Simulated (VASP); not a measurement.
# Pd (P6_3/mmc) in VASP: notebook

Pd is run at these levels: RPBE; tasks: single point.

Program: VASP 6.6.1. These are calculated values, not measurements. Logs are shortened: lines on timing, memory, paths and dates and some standing lists are left out, and cuts for length are marked.

**1. The cell of the first run**

It takes space group P6_3/mmc (No. 194, hexagonal). The conventional cell has a = 2.685 Å, b = 2.685 Å, c = 4.477 Å, α = 90.00°, β = 90.00°, γ = 120.00°. Within 3.5 Å of Pd (site symmetry -6m2) lie 12 Pd at 2.69 to 2.72 Å.

This isn't the form of Pd at room conditions, which is fcc.

**2. Single point, RPBE, collinear spin (13.98 Å³/atom)**

Contents of INCAR:

```
SYSTEM = Pd
PREC = Accurate
ENCUT = 520
EDIFF = 1E-7
ISMEAR = -1
SIGMA = 0.05
LREAL = .False.
LASPH = .True.
NELM = 150
ALGO = Normal
ISIF = 2
LWAVE = .False.
LCHARG = .False.
ISPIN = 2
MAGMOM = 0.368 0.368
LORBIT = 11
LMAXMIX = 4
GGA = RP
NBANDS = 21
```

Contents of KPOINTS:

```
regular mesh
0
Gamma
  15 15 8
  0 0 0
```

Contents of POSCAR:

```
Pd
1.0
    2.6853653918      0.0000000000      0.0000000000
   -1.3426826959      2.3255946477      0.0000000000
    0.0000000000      0.0000000000      4.4774195650
Pd
2
Direct
    0.3333333333      0.6666666667      0.2500000000
    0.6666666667      0.3333333333      0.7500000000
```

Potentials or basis: VASP PAW PBE potentials, release 64 (Pd).

Launch:

```
$ cat potpaw_PBE.64/Pd/POTCAR > POTCAR
$ mpirun -np 1 vasp_std > vasp.out
```

OUTCAR:

```text
SYSTEM = Pd
   PREC = Accurate
   ENCUT = 520
   EDIFF = 1E-7
   ISMEAR = -1
   LREAL = .False.
   LASPH = .True.
   NELM = 150
   ISIF = 2
   ISPIN = 2
   LORBIT = 11
   GGA = RP

 ion  position               nearest neighbor table
   1  0.333  0.667  0.250-   2 2.72   2 2.72   2 2.72   2 2.72   2 2.72   2 2.72
   2  0.667  0.333  0.750-   1 2.72   1 2.72   1 2.72   1 2.72   1 2.72   1 2.72

  LATTYP: Found a hexagonal cell.
 ALAT       =     2.6853653918
 C/A-ratio  =     1.6673409059

  Lattice vectors:

 A1 = (   2.6853653918,   0.0000000000,   0.0000000000)
 A2 = (  -1.3426826959,   2.3255946477,   0.0000000000)
 A3 = (   0.0000000000,   0.0000000000,   4.4774195650)

Analysis of symmetry for initial positions (statically):
=====================================================================
 Subroutine PRICEL returns:
 Original cell was already a primitive cell.

 Routine SETGRP: Setting up the symmetry group for a
 hexagonal supercell.

 Subroutine GETGRP returns: Found 24 space group operations
 (whereof 12 operations were pure point group operations)
 out of a pool of 24 trial point group operations.

The static configuration has the point symmetry D_3d.
 The point group associated with its full space group is D_6h.

Analysis of symmetry for dynamics (positions and initial velocities):
=====================================================================
 Subroutine PRICEL returns:
 Original cell was already a primitive cell.

 Routine SETGRP: Setting up the symmetry group for a
 hexagonal supercell.

 Subroutine GETGRP returns: Found 24 space group operations
 (whereof 12 operations were pure point group operations)
 out of a pool of 24 trial point group operations.

The dynamic configuration has the point symmetry D_3d.
 The point group associated with its full space group is D_6h.

Analysis of structural, dynamic, and magnetic symmetry:
=====================================================================
 Subroutine PRICEL returns:
 Original cell was already a primitive cell.

 Routine SETGRP: Setting up the symmetry group for a
 hexagonal supercell.

 Subroutine GETGRP returns: Found 24 space group operations
 (whereof 12 operations were pure point group operations)
 out of a pool of 24 trial point group operations.

The overall configuration has the point symmetry D_3d.
 The point group associated with its full space group is D_6h.

 Subroutine INISYM returns: Found 24 space group operations
 (whereof 12 operations are pure point group operations),
 and found     1 'primitive' translations

----------------------------------------------------------------------------------------

                                     Primitive cell

  volume of cell :      27.9618

  direct lattice vectors                    reciprocal lattice vectors
     2.685365392  0.000000000  0.000000000     0.372388802  0.214998775  0.000000000
    -1.342682696  2.325594648  0.000000000     0.000000000  0.429997550  0.000000000
     0.000000000  0.000000000  4.477419565     0.000000000  0.000000000  0.223342929

  length of vectors
     2.685365392  2.685365392  4.477419565     0.429997550  0.429997550  0.223342929

  position of ions in fractional coordinates (direct lattice)
     0.333333333  0.666666667  0.250000000
     0.666666667  0.333333333  0.750000000

  ion indices of the primitive-cell ions
   primitive index   ion index
                 1           1
                 2           2

----------------------------------------------------------------------------------------

 KPOINTS: regular mesh

Automatic generation of k-mesh.
 Grid dimensions read from file:
 generate k-points for:   15   15    8

 Generating k-lattice:

  Cartesian coordinates                     Fractional coordinates (reciprocal lattice)
     0.024825920  0.014333252  0.000000000     0.066666667  0.000000000  0.000000000
     0.000000000  0.028666503  0.000000000     0.000000000  0.066666667  0.000000000
     0.000000000  0.000000000  0.027917866     0.000000000  0.000000000  0.125000000

  Length of vectors
     0.028666503  0.028666503  0.027917866

  Shift w.r.t. Gamma in fractional coordinates (k-lattice)
     0.000000000  0.000000000  0.000000000

 Subroutine IBZKPT returns following result:
 ===========================================

 Found    135 irreducible k-points:

 Following reciprocal coordinates:
            Coordinates               Weight
  0.000000  0.000000  0.000000      1.000000
  0.066667  0.000000  0.000000      6.000000
  0.133333  0.000000  0.000000      6.000000
  0.200000 -0.000000  0.000000      6.000000
  0.266667  0.000000  0.000000      6.000000
  0.333333 -0.000000  0.000000      6.000000
[... 16 lines left out ...]
  0.333333  0.200000  0.000000     12.000000
  0.400000  0.200000  0.000000      6.000000
 [... further k-points ...]
   k-points           NKPTS =    135   k-points in BZ     NKDIM =    135   number of bands    NBANDS=     21
   number of dos      NEDOS =    301   number of ions     NIONS =      2
   total plane-waves  NPLWV =  14400
   dimension x,y,z NGX =    20 NGY =   20 NGZ =   36
   dimension x,y,z NGXF=    40 NGYF=   40 NGZF=   72
   ions per type =               2
   NGX,Y,Z   is equivalent  to a cutoff of  12.38, 12.38, 13.37 a.u.
   NGXF,Y,Z  is equivalent  to a cutoff of  24.76, 24.76, 26.73 a.u.
 SYSTEM =  Pd
   PREC   = accura    normal or accurate (medium, high low for compatibility)
   ISTART =      0    job   : 0-new  1-cont  2-samecut
   ICHARG =      2    charge: 1-file 2-atom 10-const
   ISPIN  =      2    spin polarized calculation?
   LNONCOLLINEAR =      F non collinear calculations
   LSORBIT =      F    spin-orbit coupling
   LASPH  =      T    aspherical Exc in radial PAW
   ENCUT  =  520.0 eV  38.22 Ry    6.18 a.u.   4.99  4.99  8.33*2*pi/ulx,y,z
   NELM   =    150;   NELMIN=  2; NELMDL= -5     # of ELM steps
   EDIFF  = 0.1E-06   stopping-criterion for ELM
   LREAL  =      F    real-space projection
   EDIFFG = 0.1E-05   stopping-criterion for IOM
   NSW    =      0    number of steps for IOM
   IBRION =     -1    ionic relax: 0-MD 1-quasi-New 2-CG
   NFREE  =      0    steps in history (QN), initial steepest desc. (CG)
   ISIF   =      2    stress and relaxation
   ISYM   =      2    0-nonsym 1-usesym 2-fastsym
   POTIM  = 0.5000    time-step for ionic-motion
   TEBEG  =    0.0;   TEEND  =   0.0 temperature during run
   PSTRESS=    0.0 pullay stress
   NELECT =      20.0000    total number of electrons
   NUPDOWN=      -1.0000    fix difference up-down
   EMIN   =  10.00;   EMAX   =-10.00  energy-range for DOS
   EFERMI =   0.00;   METHOD = LEGACY
   ISMEAR =    -1;   SIGMA  =   0.05  broadening in eV -4-tet -1-fermi 0-gaus
   EFERMI_NEDOS =   21; number of points for ismear=-14 and -15
   IALGO  =     38    algorithm
   IMIX   =      4    mixing-type and parameters
     AMIX     =   0.40;   BMIX     =  1.00
     AMIX_MAG =   1.60;   BMIX_MAG =  1.00
  volume/ion in A,a.u.               =      13.98        94.35
  Fermi-wavevector in a.u.,A,eV,Ry     =   1.464074  2.766699 29.164270  2.143513
  Thomas-Fermi vector in A             =   2.580093
   LORBIT       =     11    0 simple, 1 ext, 2 COOP (PROOUT), +10 PAW based schemes
   GGA     = RP    functional components
   LHFCALC =     F    Hartree Fock is set to
   AEXX    =    0.0000 exact exchange contribution
   IVDW    =     0    specifies the selected vdW correction
   LEPSILON=     F    determine dielectric tensor
   LRPA    =     F    only Hartree local field effects (RPA)
 spin polarized calculation
  energy-cutoff  :      520.00
  volume of cell :       27.96
 maximum number of plane-waves:       771
 NGX is ok and might be reduce to    20
   NGX =  9   NGY =  9   NGZ = 17

 number of electron      19.9999996 magnetization       0.4245056

 Free energy of the ion-electron system (eV)
  ---------------------------------------------------
  ext. energy  EPLUGINS =         0.00000000
  ---------------------------------------------------
  free energy    TOTEN  =        -8.96075875 eV

  energy without entropy =       -8.92497527  energy(sigma->0) =       -8.94286701

 E-fermi :  10.8295     XC(G=0): -13.4209

 val. band max:       10.8234477792   @ k =   0.4667   0.0667   0.3750
 cond. band min:      10.8312157503   @ k =   0.3333   0.2667   0.2500
 fundamental gap:      0.0077679711
 Fermi energy:        10.8295164261

 spin component 1

 k-point     1 :       0.0000    0.0000    0.0000
  band No.  band energies     occupation
      1       3.2953      1.00000
      2       5.0455      1.00000
      3       7.5178      1.00000
      4       7.7544      1.00000
      5       7.7544      1.00000
      6       8.1397      1.00000
[... 13 lines left out ...]
     20      35.6451      0.00000
     21      36.7770      0.00000
[... 529 lines left out ...]
 k-point    24 :       0.4000    0.2000    0.0000
  band No.  band energies     occupation
      1       5.7431      1.00000
      2       5.9029      1.00000
      3       6.2986      1.00000
      4       7.5440      1.00000
      5       7.7538      1.00000
      6       7.8528      1.00000
[... 13 lines left out ...]
     20      36.7642      0.00000
     21      37.0011      0.00000

 [... further k-points ...]

 spin component 2

 k-point     1 :       0.0000    0.0000    0.0000
  band No.  band energies     occupation
      1       3.3005      1.00000
      2       5.1532      1.00000
      3       7.6873      1.00000
      4       7.9146      1.00000
      5       7.9146      1.00000
      6       8.3052      1.00000
[... 13 lines left out ...]
     20      35.6489      0.00000
     21      36.8061      0.00000
[... 529 lines left out ...]
 k-point    24 :       0.4000    0.2000    0.0000
  band No.  band energies     occupation
      1       5.8469      1.00000
      2       6.0290      1.00000
      3       6.4073      1.00000
      4       7.6696      1.00000
      5       7.8629      1.00000
      6       7.9729      1.00000
[... 13 lines left out ...]
     20      37.0497      0.00000
     21      37.1288      0.00000

 [... further k-points ...]
[... 5 lines left out ...]
  --------------------------------------------------------------------------------------
  -------------------------------------------------------------------------------------
  Total        4.4852349      4.4852349      4.4465689     -0.0000000     -0.0000000      0.0000000
  in kB      256.9984936    256.9984936    254.7829758     -0.0000000     -0.0000000      0.0000000
  external PRESSURE =     256.2599877 kB  Pullay stress =       0.0000000 kB

 VOLUME and BASIS-vectors are now :
 -----------------------------------------------------------------------------
  energy-cutoff  :      520.00
  volume of cell :       27.96
      direct lattice vectors                 reciprocal lattice vectors
     2.685365392  0.000000000  0.000000000     0.372388802  0.214998775  0.000000000
    -1.342682696  2.325594648  0.000000000     0.000000000  0.429997550  0.000000000
     0.000000000  0.000000000  4.477419565     0.000000000  0.000000000  0.223342929

 POSITION                                       TOTAL-FORCE (eV/Angst)
 -----------------------------------------------------------------------------------
     -0.00000      1.55040      1.11935        -0.000000      0.000000      0.000000
      1.34268      0.77520      3.35806         0.000000      0.000000      0.000000
 -----------------------------------------------------------------------------------
    total drift:                                0.000000     -0.000000      0.000000

  FREE ENERGIE OF THE ION-ELECTRON SYSTEM (eV)
  ---------------------------------------------------
  free  energy   TOTEN  =        -8.9607587463 eV

  energy  without entropy=       -8.9249752685  energy(sigma->0) =       -8.94286701

 total charge

# of ion       s       p       d       tot
------------------------------------------
    1        0.523   0.532   8.519   9.574
    2        0.523   0.532   8.519   9.574
--------------------------------------------------
tot          1.047   1.065  17.037  19.148

 magnetization (x)

# of ion       s       p       d       tot
------------------------------------------
    1       -0.002  -0.006   0.219   0.211
    2       -0.002  -0.006   0.219   0.211
--------------------------------------------------
tot         -0.003  -0.012   0.437   0.422
```

Run time: 61 s. Hardware: 1 thread of Intel Xeon 6975P-C (Granite Rapids), shared host; peak memory 0.23 GiB.

What came out:

| Quantity | Value |
| --- | --- |
| Free energy | -8.9608 eV |
| Pressure | 25.6 GPa |
| Net moment | 0.42 μB per cell |
| Site moments | Pd +0.21 μB |
| Valence electrons inside the program's atomic spheres | Pd 9.57 |

Caveat: the cell stands under pressure; a moment this small can come from the mesh or the smearing; the PAW data sets were made with another functional, which shifts forces and pressure a little.

**3. Single point, RPBE, collinear spin (14.62 Å³/atom)**

This run uses another cell than the first one, of 14.62 Å³/atom.

Contents of INCAR:

```
SYSTEM = Pd
ALGO = Normal
EDIFF = 1E-7
ENCUT = 520
GGA = RP
ISIF = 2
ISMEAR = -1
ISPIN = 2
LASPH = .True.
LCHARG = .False.
LMAXMIX = 4
LORBIT = 11
LREAL = .False.
LWAVE = .False.
MAGMOM = 0.368 0.368
NBANDS = 21
NELM = 150
PREC = Accurate
SIGMA = 0.05
```

Contents of KPOINTS:

```
k-points
0
Gamma
  15 15 8
  0 0 0
```

Contents of POSCAR:

```
Pd
1.0
    2.7254513821      0.0000000000      0.0000000000
   -1.3627256911      2.3603101337      0.0000000000
    0.0000000000      0.0000000000      4.5442565765
Pd
2
Direct
    0.3333333333      0.6666666667      0.2500000000
    0.6666666667      0.3333333333      0.7500000000
```

Potentials or basis: VASP PAW PBE potentials, release 64 (Pd).

Launch:

```
$ cat potpaw_PBE.64/Pd/POTCAR > POTCAR
$ mpirun -np 1 vasp_std > vasp.out
```

It took 58 s on 1 thread of Intel Xeon 6975P-C (Granite Rapids), shared host; peak memory 0.23 GiB.

The run converged. Its results:

| Property | Result |
| --- | --- |
| Free energy | -9.1196 eV |
| Pressure | 14.7 GPa |
| Net moment | 0.59 μB per cell |
| Site moments | Pd +0.30 μB |
| Valence electrons inside the program's atomic spheres | Pd 9.47 |

Stress tensor (GPa, compression positive):
```
14.87  0.00  0.00
 0.00 14.87  0.00
 0.00  0.00 14.35
```

Levels at points of the mesh, in eV from the Fermi level:
Spin up:
| k point | band 6 | band 7 | band 8 | band 9 | band 10 | band 11 | band 12 | band 13 | band 14 | band 15 |
| --- | --- | --- | --- | --- | --- | --- | --- | --- | --- | --- |
| (0.00, 0.00, 0.00) | -2.55 | -2.55 | -1.82 | -1.82 | -0.38 | -0.38 | 0.83 | 7.02 | 17.16 | 18.77 |
| (0.00, 0.00, 0.50) | -2.94 | -2.94 | -2.94 | -0.84 | -0.84 | -0.84 | -0.84 | 14.14 | 14.14 | 17.72 |
Spin down:
| k point | band 8 | band 9 | band 10 | band 11 | band 12 | band 13 |
| --- | --- | --- | --- | --- | --- | --- |
| (0.00, 0.00, 0.00) | -1.61 | -1.61 | -0.16 | -0.16 | 0.82 | 7.17 |
| (0.00, 0.00, 0.50) | -2.72 | -0.62 | -0.62 | -0.62 | -0.62 | 14.19 |

Caveat: the cell stands under pressure; the PAW data sets were made with another functional, which shifts forces and pressure a little.
